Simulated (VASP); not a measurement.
BP: single point with PBE

The system is BP.

```
B P
1.0
     0.00000    2.44122    2.25267
     2.25267    0.00000    2.25267
     2.25267    2.44122    0.00000
B P
1 1
Cartesian
  0.0000 0.0000 0.0000
  3.3790 3.6618 3.3790
```

| Property | Result |
| --- | --- |
| Program | VASP 6.6.1 |
| Task | single point |
| Functional | PBE |
| Potentials or basis | VASP PAW PBE potentials, release 64 (B, P) |
| Cutoff | 520 eV |
| k mesh | 12 × 12 × 12 |
| Occupations | gaussian, width 0.05 eV |
| Spin | no spin polarisation |

```json
{
 "Pressure": "-7.8 GPa",
 "Band gap on the k mesh": "0.73 eV (least direct gap 2.93 eV)"
}
```

Stress tensor (GPa, compression positive):
```
 -0.29   0.00   0.00
  0.00 -22.83   0.00
  0.00   0.00  -0.29
```

Levels at points of the mesh, in eV from the valence-band top:
| k point | band 2 | band 3 | band 4 | band 5 | band 6 | band 7 |
| --- | --- | --- | --- | --- | --- | --- |
| (0.00, 0.00, 0.00) | -0.84 | 0.00 | 0.00 | 2.93 | 2.93 | 3.37 |
| (0.50, 0.00, 0.00) | -8.90 | -2.47 | -1.44 | 2.60 | 4.62 | 4.75 |
| (0.50, 0.50, 0.00) | -8.33 | -4.50 | -4.34 | 0.90 | 1.09 | 10.36 |
| (0.50, 0.00, 0.50) | -9.00 | -3.64 | -3.64 | 1.75 | 2.17 | 11.25 |

It took 19 s on 1 thread of Intel(R) Xeon(R) 6975P-C (Granite Rapids) (shared host), peak memory 0.17 GiB.

Caveat: the stress differs along the axes, from -23 to -0 GPa; semilocal functionals underestimate gaps, and a narrow one can read as zero. A k mesh can miss the band edges.
